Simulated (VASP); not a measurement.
# Mg12CO12F4 in VASP: single point with PBE

Aim: the single point of Mg12CO12F4 with PBE.

Program: VASP 6.6.1. These are calculated values, not measurements. Logs are shortened: lines on timing, memory, paths and dates and some standing lists are left out, and cuts for length are marked.

## 1. The cell of the first run

The cell holds a slab with vacuum, 29 atoms: a = 5.931 Å, b = 5.931 Å, c = 18.054 Å, α = 90.00°, β = 90.00°, γ = 60.00°.

## 2. Single point, PBE

Input file INCAR:

```
  PREC = Accurate
  ENCUT = 520
  EDIFF = 1E-7
  ISMEAR = -1
  SIGMA = 0.02
  LREAL = Auto
  LASPH = True
  NELM = 100
  ALGO = Normal
  ISIF = 2
  LWAVE = False
  LCHARG = False
  GGA = PE
  NBANDS = 84
```

Input file KPOINTS:

```
Automatic mesh
0
Gamma
  2 2 1
```

Input file POSCAR:

```
Mg12CO12F4
1.0
    5.9314950000      0.0000000000      0.0000000000
    2.9657470000      5.1368250000      0.0000000000
    0.0000000000      0.0000000000     18.0538060000
Mg O C F
12 12 1 4
Direct
    0.0000000000      0.0000000000      0.0553900000
    0.0000000000      0.5000000000      0.0553900000
    0.5000000000      0.0000000000      0.0553900000
    0.5000000000      0.5000000000      0.0553900000
    0.6667544102      0.6667420234      0.2000727291
    0.6674063700      0.1661889219      0.1997952758
    0.1661230597      0.6674344329      0.1997750077
    0.1663119653      0.1662870184      0.1996926344
    0.3332065863      0.3334092712      0.3356484618
    0.3333481059      0.8332777944      0.3396585415
    0.8333927856      0.3332869379      0.3395827420
    0.8332816427      0.8334972634      0.3405586693
    0.3333333000      0.8333333000      0.1224540000
    0.3333333000      0.3333333000      0.1224540000
    0.8333333000      0.8333333000      0.1224540000
    0.8333333000      0.3333333000      0.1224540000
    0.0002676662      0.4997426483      0.2581950263
   -0.0000286098      0.0000353304      0.2590972905
    0.4998592206      0.4999038405      0.2580178363
    0.4998085286      0.0002782148      0.2582001888
    0.6596129117      0.1713049823      0.3936077290
    0.6661564147      0.6659547297      0.3942608780
    0.1698373251      0.1697635284      0.3934297438
    0.1710491678      0.6598003055      0.3935491699
    0.3871324333      0.2196231324      0.6092080927
    0.5525709511      0.3041432131      0.5944310870
    0.1514139465      0.3874343955      0.5835527628
    0.4721631365     -0.0142595085      0.5795141055
    0.3726213720      0.2010408392      0.6838768510
```

Potentials or basis: VASP PAW PBE potentials, release 64 (Mg, O, C, F).

Started as:

```
$ cat potpaw_PBE.64/Mg/POTCAR potpaw_PBE.64/O/POTCAR potpaw_PBE.64/C/POTCAR potpaw_PBE.64/F/POTCAR > POTCAR
$ mpirun -np 1 vasp_std > vasp.out
```

OUTCAR:

```text
PREC = Accurate
   ENCUT = 520
   EDIFF = 1E-7
   ISMEAR = -1
   LREAL = Auto
   LASPH = True
   NELM = 100
   ISIF = 2
   GGA = PE

 ion  position               nearest neighbor table
   1  0.000  0.000  0.055-  16 2.10  13 2.10  15 2.10   2 2.97   2 2.97   4 2.97   4 2.97   3 2.97
                             3 2.97   8 3.12   7 3.12   6 3.12
   2  0.000  0.500  0.055-  15 2.10  14 2.10  16 2.10   1 2.97   1 2.97   3 2.97   3 2.97   4 2.97
                             4 2.97   8 3.12   7 3.12   5 3.12
   3  0.500  0.000  0.055-  14 2.10  15 2.10  13 2.10   4 2.97   4 2.97   2 2.97   2 2.97   1 2.97
                             1 2.97   8 3.12   6 3.12   5 3.12
   4  0.500  0.500  0.055-  13 2.10  16 2.10  14 2.10   3 2.97   3 2.97   1 2.97   1 2.97   2 2.97
                             2 2.97   7 3.12   6 3.12   5 3.12
   5  0.667  0.667  0.200-  19 2.01  17 2.01  20 2.01  15 2.21  16 2.21  13 2.21   7 2.96   6 2.96
                             8 2.97   8 2.97   6 2.97   7 2.97  11 3.05  10 3.05  12 3.06   2 3.12
   6  0.667  0.166  0.200-  19 2.01  20 2.01  18 2.02  15 2.21  16 2.21  14 2.21   7 2.96   8 2.96
                             5 2.96   5 2.97   8 2.97   7 2.97   9 2.99  11 3.05  12 3.06   1 3.12
   7  0.166  0.667  0.200-  19 2.01  17 2.01  18 2.02  15 2.21  13 2.21  14 2.21   6 2.96   8 2.96
                             5 2.96   5 2.97   8 2.97   6 2.97   9 2.99  10 3.05  12 3.06   1 3.12
   8  0.166  0.166  0.200-  17 2.01  20 2.01  18 2.02  13 2.21  16 2.21  14 2.21   7 2.96   6 2.96
                             5 2.97   5 2.97   6 2.97   7 2.97   9 2.99  11 3.05  10 3.05   1 3.12
   9  0.333  0.333  0.336-  24 1.98  21 1.98  23 1.98  17 2.21  20 2.21  19 2.21  11 2.97  10 2.97
[... 4 lines left out ...]
                            10 2.97   9 2.97  12 2.97   9 2.97   5 3.05   6 3.05   8 3.05
  12  0.833  0.833  0.341-  22 1.97  24 1.98  21 1.98  18 2.26  20 2.27  17 2.27  11 2.96  10 2.97
                            10 2.97  11 2.97   9 2.97   9 2.97   5 3.06   6 3.06   7 3.06
  13  0.333  0.833  0.122-   4 2.10   1 2.10   3 2.10   8 2.21   7 2.21   5 2.21
  14  0.333  0.333  0.122-   3 2.10   2 2.10   4 2.10   8 2.21   7 2.21   6 2.21
  15  0.833  0.833  0.122-   2 2.10   3 2.10   1 2.10   7 2.21   6 2.21   5 2.21
  16  0.833  0.333  0.122-   1 2.10   4 2.10   2 2.10   8 2.21   6 2.21   5 2.21
  17  0.000  0.500  0.258-   5 2.01   7 2.01   8 2.01   9 2.21  11 2.26  12 2.27
  18  1.000  0.000  0.259-   6 2.02   7 2.02   8 2.02  11 2.25  10 2.25  12 2.26
  19  0.500  0.500  0.258-   5 2.01   6 2.01   7 2.01   9 2.21  11 2.26  10 2.26
  20  0.500  0.000  0.258-   5 2.01   6 2.01   8 2.01   9 2.21  10 2.26  12 2.27
  21  0.660  0.171  0.394-   9 1.98  11 1.98  12 1.98
  22  0.666  0.666  0.394-  10 1.97  11 1.97  12 1.97
  23  0.170  0.170  0.393-   9 1.98  10 1.98  11 1.98
  24  0.171  0.660  0.394-   9 1.98  10 1.98  12 1.98
  25  0.387  0.220  0.609-  28 1.33  27 1.33  26 1.33  29 1.36
  26  0.553  0.304  0.594-  25 1.33
  27  0.151  0.387  0.584-  25 1.33
  28  0.472  0.986  0.580-  25 1.33
  29  0.373  0.201  0.684-  25 1.36

  LATTYP: Found a hexagonal cell.
 ALAT       =     5.9314944448
 C/A-ratio  =     3.0437196170

  Lattice vectors:

 A1 = (  -2.9657470000,  -5.1368250000,   0.0000000000)
 A2 = (   5.9314950000,   0.0000000000,   0.0000000000)
 A3 = (   0.0000000000,   0.0000000000,  18.0538060000)

Analysis of symmetry for initial positions (statically):
=====================================================================
 Subroutine PRICEL returns:
 Original cell was already a primitive cell.

 Routine SETGRP: Setting up the symmetry group for a
 hexagonal supercell.

 Subroutine GETGRP returns: Found  1 space group operations
 (whereof  1 operations were pure point group operations)
 out of a pool of 24 trial point group operations.

The static configuration has the point symmetry C_1 .

Analysis of symmetry for dynamics (positions and initial velocities):
=====================================================================
 Subroutine PRICEL returns:
 Original cell was already a primitive cell.

 Routine SETGRP: Setting up the symmetry group for a
 hexagonal supercell.

 Subroutine GETGRP returns: Found  1 space group operations
 (whereof  1 operations were pure point group operations)
 out of a pool of 24 trial point group operations.

The dynamic configuration has the point symmetry C_1 .

 Subroutine INISYM returns: Found  1 space group operations
 (whereof  1 operations are pure point group operations),
 and found     1 'primitive' translations

----------------------------------------------------------------------------------------

[... 50 lines left out ...]
                 6           6
[... 21 lines left out ...]
                28          28
                29          29

----------------------------------------------------------------------------------------

 KPOINTS: Automatic mesh

Automatic generation of k-mesh.
 Grid dimensions read from file:
 generate k-points for:    2    2    1

 Generating k-lattice:

  Cartesian coordinates                     Fractional coordinates (reciprocal lattice)
     0.084295780 -0.048668187  0.000000000     0.500000000 -0.000000000  0.000000000
     0.000000000  0.097336390  0.000000000     0.000000000  0.500000000  0.000000000
     0.000000000  0.000000000  0.055389983     0.000000000  0.000000000  1.000000000

  Length of vectors
     0.097336381  0.097336390  0.055389983

  Shift w.r.t. Gamma in fractional coordinates (k-lattice)
     0.000000000  0.000000000  0.000000000

 Subroutine IBZKPT returns following result:
 ===========================================

 Found      4 irreducible k-points:

 Following reciprocal coordinates:
            Coordinates               Weight
  0.000000  0.000000  0.000000      1.000000
  0.500000  0.000000  0.000000      1.000000
  0.500000  0.500000  0.000000      1.000000
  0.000000  0.500000  0.000000      1.000000
   k-points           NKPTS =      4   k-points in BZ     NKDIM =      4   number of bands    NBANDS=     84
   number of dos      NEDOS =    301   number of ions     NIONS =     29
   total plane-waves  NPLWV = 322560
   dimension x,y,z NGX =    48 NGY =   48 NGZ =  140
   dimension x,y,z NGXF=    96 NGYF=   96 NGZF=  280
   ions per type =              12  12   1   4
   NGX,Y,Z   is equivalent  to a cutoff of  13.45, 13.45, 12.89 a.u.
   NGXF,Y,Z  is equivalent  to a cutoff of  26.91, 26.91, 25.78 a.u.
 SYSTEM =  unknown system
   PREC   = accura    normal or accurate (medium, high low for compatibility)
   ISTART =      0    job   : 0-new  1-cont  2-samecut
   ICHARG =      2    charge: 1-file 2-atom 10-const
   ISPIN  =      1    spin polarized calculation?
   LNONCOLLINEAR =      F non collinear calculations
   LSORBIT =      F    spin-orbit coupling
   LASPH  =      T    aspherical Exc in radial PAW
   ENCUT  =  520.0 eV  38.22 Ry    6.18 a.u.  11.03 11.03 33.57*2*pi/ulx,y,z
   NELM   =    100;   NELMIN=  2; NELMDL= -5     # of ELM steps
   EDIFF  = 0.1E-06   stopping-criterion for ELM
   LREAL  =      T    real-space projection
   EDIFFG = 0.1E-05   stopping-criterion for IOM
   NSW    =      0    number of steps for IOM
   IBRION =     -1    ionic relax: 0-MD 1-quasi-New 2-CG
   NFREE  =      0    steps in history (QN), initial steepest desc. (CG)
   ISIF   =      2    stress and relaxation
   ISYM   =      2    0-nonsym 1-usesym 2-fastsym
   POTIM  = 0.5000    time-step for ionic-motion
   TEBEG  =    0.0;   TEEND  =   0.0 temperature during run
   PSTRESS=    0.0 pullay stress
   NELECT =     128.0000    total number of electrons
   NUPDOWN=      -1.0000    fix difference up-down
   EMIN   =  10.00;   EMAX   =-10.00  energy-range for DOS
   EFERMI =   0.00;   METHOD = LEGACY
   ISMEAR =    -1;   SIGMA  =   0.02  broadening in eV -4-tet -1-fermi 0-gaus
   EFERMI_NEDOS =   21; number of points for ismear=-14 and -15
   IALGO  =     38    algorithm
   IMIX   =      4    mixing-type and parameters
     AMIX     =   0.40;   BMIX     =  1.00
     AMIX_MAG =   1.60;   BMIX_MAG =  1.00
  volume/ion in A,a.u.               =      18.97       128.00
  Fermi-wavevector in a.u.,A,eV,Ry     =   1.006937  1.902835 13.795245  1.013922
  Thomas-Fermi vector in A             =   2.139711
   LORBIT       =      0    0 simple, 1 ext, 2 COOP (PROOUT), +10 PAW based schemes
   GGA     = PE    functional components
[... 5 lines left out ...]
 non-spin polarized calculation
  energy-cutoff  :      520.00
  volume of cell :      550.08
 maximum number of plane-waves:     14848
 NGX is ok and might be reduce to    48
   NGX = 23   NGY = 23   NGZ = 67

 number of electron     127.9999988 magnetization

 Free energy of the ion-electron system (eV)
  ---------------------------------------------------
  ext. energy  EPLUGINS =         0.00000000
  ---------------------------------------------------
  free energy    TOTEN  =      -148.36881208 eV

  energy without entropy =     -148.29320855  energy(sigma->0) =     -148.33101032

 E-fermi :  -1.7686     XC(G=0):  -6.8218

 val. band max:       -1.7743159946   @ k =   0.5000   0.5000   0.0000
 cond. band min:      -1.7460957921   @ k =   0.5000   0.5000   0.0000
 fundamental gap:      0.0282202025
 Fermi energy:        -1.7685509378

 k-point     1 :       0.0000    0.0000    0.0000
  band No.  band energies     occupation
      1     -28.3680      2.00000
      2     -25.4763      2.00000
      3     -25.4630      2.00000
      4     -25.3884      2.00000
      5     -20.1735      2.00000
      6     -19.2899      2.00000
[... 305 lines left out ...]
     75       5.3755      0.00000
     76       5.3762      0.00000
 [bands above 76 left out]

------------------------ aborting loop because EDIFF is reached ----------------------------------------

  FORCE on cell =-STRESS in cart. coord.  units (eV):
  Direction    XX          YY          ZZ          XY          YZ          ZX
  --------------------------------------------------------------------------------------
  -------------------------------------------------------------------------------------
  Total       13.5807223     13.5649349     -6.3991977      0.0355618      0.0083116      0.0251420
  in kB       39.5553964     39.5094138    -18.6383901      0.1035777      0.0242083      0.0732288
  external PRESSURE =      20.1421400 kB  Pullay stress =       0.0000000 kB

 VOLUME and BASIS-vectors are now :
 -----------------------------------------------------------------------------
  energy-cutoff  :      520.00
  volume of cell :      550.08
      direct lattice vectors                 reciprocal lattice vectors
     5.931495000  0.000000000  0.000000000     0.168591561 -0.097336373  0.000000000
     2.965747000  5.136825000  0.000000000     0.000000000  0.194672779  0.000000000
     0.000000000  0.000000000 18.053806000     0.000000000  0.000000000  0.055389983

 POSITION                                       TOTAL-FORCE (eV/Angst)
 -----------------------------------------------------------------------------------
      0.00000      0.00000      1.00000        -0.000555     -0.000638      1.119718
      1.48287      2.56841      1.00000        -0.000834      0.000552      1.140264
      2.96575      0.00000      1.00000         0.000934     -0.001155      1.139966
      4.44862      2.56841      1.00000         0.000752     -0.000084      1.144603
      5.93224      3.42494      3.61207        -0.002181      0.000198     -0.043373
      4.45159      0.85368      3.60707        -0.001537      0.001279     -0.048325
[... 21 lines left out ...]
      5.72409      5.06358     10.46244        -0.064917     -0.383313     -0.167303
      2.80644      1.03271     12.34658        -0.038184     -0.027590      0.358655
 -----------------------------------------------------------------------------------
    total drift:                               -0.001900      0.002414     -0.016126

  FREE ENERGIE OF THE ION-ELECTRON SYSTEM (eV)
  ---------------------------------------------------
  free  energy   TOTEN  =      -148.3688120803 eV

  energy  without entropy=     -148.2932085501  energy(sigma->0) =     -148.33101032
```

Wall time 14 min (1 thread of Intel Xeon Platinum 8375C at 2.90GHz (Ice Lake), shared host); peak memory 0.74 GiB.

What came out:

* Free energy: -148.3688 eV
* Largest force: 1.145 eV/Å
* Band gap on the k mesh: zero (band 64 reaches -1.51 eV, above the bottom of band 65 at -1.78 eV)

Forces on the atoms (eV/Å):
```
Mg  -0.001 -0.001  1.120
Mg  -0.001  0.001  1.140
Mg   0.001 -0.001  1.140
Mg   0.001  0.000  1.145
Mg  -0.002  0.000 -0.043
Mg  -0.002  0.001 -0.048
Mg   0.002 -0.001 -0.043
Mg   0.001 -0.001 -0.043
Mg   0.002 -0.002 -0.015
Mg   0.000  0.002 -0.025
Mg  -0.001 -0.003 -0.018
Mg   0.001  0.001 -0.027
O   -0.017  0.014 -1.079
O   -0.004 -0.002 -1.118
O    0.016  0.009 -1.072
O    0.004 -0.021 -1.080
O    0.001  0.002  0.036
O    0.002 -0.001  0.028
O   -0.001  0.001  0.039
O   -0.002 -0.002  0.039
O    0.003 -0.004 -0.018
O    0.000  0.002 -0.019
O   -0.004 -0.003 -0.022
O    0.000  0.006 -0.020
C    0.015 -0.001  0.040
F    0.377  0.137 -0.081
F   -0.291  0.278 -0.148
F   -0.065 -0.383 -0.167
F   -0.038 -0.028  0.359
```

Caveat: the k points lie up to 0.61 Å⁻¹ apart.
